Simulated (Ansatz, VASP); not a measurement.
## TiSi2: VASP beside Ansatz

INCAR

```
PREC = Accurate ; ENCUT = 520
EDIFF = 1E-8 ; ISMEAR = -1
SIGMA = 0.08 ; LREAL = F
LASPH = T ; NELM = 80
ALGO = Normal ; ISIF = 2
LWAVE = F ; LCHARG = F
GGA = PS ; LEFG = T
NBANDS = 29
```

The input KPOINTS:

```
regular mesh
0
Gamma
  8 8 8
```

The input POSCAR:

```
TiSi2
1.0
    0.0000000000      4.1987656027      4.3450800428
    2.4333060007      0.0000000000      4.3450800428
    2.4333060007      4.1987656027      0.0000000000
Ti Si
2 4
Direct
    0.7500000000      0.7500000000      0.7500000000
    0.5000000000      0.5000000000      0.5000000000
    0.0830000000      0.4170000000      0.0830000000
    0.4170000000      0.0830000000      0.4170000000
    0.1670000000      0.8330000000      0.1670000000
    0.8330000000      0.1670000000      0.8330000000
```

Input for Ansatz:

```yaml
crystal:
  lattice:
    - [0.0, 4.1987656027, 4.3450800428]
    - [2.4333060007, 0.0, 4.3450800428]
    - [2.4333060007, 4.1987656027, 0.0]
  atoms:
    - { symbol: Ti, position: [0.75, 0.75, 0.75] }
    - { symbol: Ti, position: [0.5, 0.5, 0.5] }
    - { symbol: Si, position: [0.083, 0.417, 0.083] }
    - { symbol: Si, position: [0.417, 0.083, 0.417] }
    - { symbol: Si, position: [0.167, 0.833, 0.167] }
    - { symbol: Si, position: [0.833, 0.167, 0.833] }
kpoints:
  mp_grid: { grid: [8, 8, 8] }
scf:
  occupations: { method: fermi_dirac, width: 0.08 }
hamiltonian:
  xc: pbesol
  pseudopotentials: { kind: all_electron, datasets: crystal }
output:
  forces: true
  stress: true
  eigenvalues: true
  efg: { contact_densities: true }
```

Change from the starting cell: volume scaled by 1.06, crystal datasets.

Alike in both runs: task electric field gradients; functional PBEsol; k mesh 8 × 8 × 8; occupations fermi-dirac, width 0.08 eV; no spin polarisation.

|  | VASP | Ansatz |
| --- | --- | --- |
| version | VASP 6.6.1 | Ansatz 0.2.0 |
| potentials or method | VASP PAW PBE potentials, release 64 (Ti_sv, Si), cutoff 520 eV | all-electron PAW with datasets made for the crystal, scalar-relativistic |

|  | VASP | Ansatz | Ansatz less VASP |
| --- | --- | --- | --- |
| pressure (GPa) | -9.1 | -9.3 | -0.11 |
| traceless stress, the component that is largest in VASP (GPa) | -1.68 | -1.74 | -0.056 |
| rms of the force components (eV/Å) | 0.074 | 0.073 | -0.0004 |
| size of Vzz on the site where it differs most (V/Å²) | 9.8 | 10.9 | +1.05 |

VASP's potentials were made for PBE, not for PBEsol. Atom by atom the forces differ by 0.000 eV/Å (rms over components). Ansatz ran all-electron here, and VASP with PAW potentials.
